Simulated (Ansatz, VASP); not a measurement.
# One calculation of CdTe, two programs

Contents of INCAR:

```
ALGO = Normal
EDIFF = 1E-7
ENCUT = 520
GGA = CA
ISIF = 2
ISMEAR = -1
LASPH = T
LCHARG = F
LREAL = F
LWAVE = F
NBANDS = 16
NELM = 80
PREC = Accurate
SIGMA = 0.05
```

File KPOINTS:

```
k-points
0
Gamma
  7 7 7
```

File POSCAR:

```
CdTe
1.0
    0.0000000000      3.2050000000      3.2050000000
    3.2050000000      0.0000000000      3.2050000000
    3.2050000000      3.2050000000      0.0000000000
Te Cd
1 1
Direct
    0.7500000000      0.7500000000      0.7500000000
    0.0000000000      0.0000000000      0.0000000000
```

Contents of input.yaml:

```yaml
crystal:
  lattice:
    - [0.0, 3.205, 3.205]
    - [3.205, 0.0, 3.205]
    - [3.205, 3.205, 0.0]
  atoms:
    - { symbol: Te, position: [0.75, 0.75, 0.75] }
    - { symbol: Cd, position: [0.0, 0.0, 0.0] }
kpoints:
  mp_grid: { grid: [7, 7, 7] }
  band_path:
    path:
      - [0.0, 0.0, 0.0]
      - [0.5, 0.0, 0.5]
      - [0.5, 0.25, 0.75]
      - [0.375, 0.375, 0.75]
      - [0.0, 0.0, 0.0]
      - [0.5, 0.5, 0.5]
      - [0.625, 0.25, 0.625]
      - [0.5, 0.25, 0.75]
    npoints: 10
scf:
  occupations: { method: fermi_dirac, width: 0.05 }
hamiltonian:
  xc: lda
  pseudopotentials: { kind: all_electron, lapw: { basis_error: 0.001 } }
output:
  forces: true
  stress: true
  eigenvalues: true
```

Alike in both runs: functional LDA; k mesh 7 × 7 × 7; occupations fermi-dirac, width 0.05 eV; no spin polarisation.

|  | VASP | Ansatz |
| --- | --- | --- |
| version | VASP 6.6.1 | Ansatz 0.2.0 |
| potentials or method | VASP PAW LDA potentials, release 64 (Te, Cd), cutoff 520 eV | all-electron LAPW, scalar-relativistic |
| task | single point | band structure |

|  | VASP | Ansatz | Ansatz less VASP |
| --- | --- | --- | --- |
| gap on the k mesh at the Fermi level (eV) | 0.65 | 0.61 | -0.044 |
| least direct gap on the mesh (eV) | 0.65 | 0.61 | -0.044 |
| pressure (GPa) | 0.2 | 0.0 | -0.25 |

LDA's correlation is that of Perdew and Zunger in VASP and of Perdew and Wang (1992) in Ansatz. Ansatz ran all-electron here, and VASP with PAW potentials.

Spin-orbit coupling is off throughout.
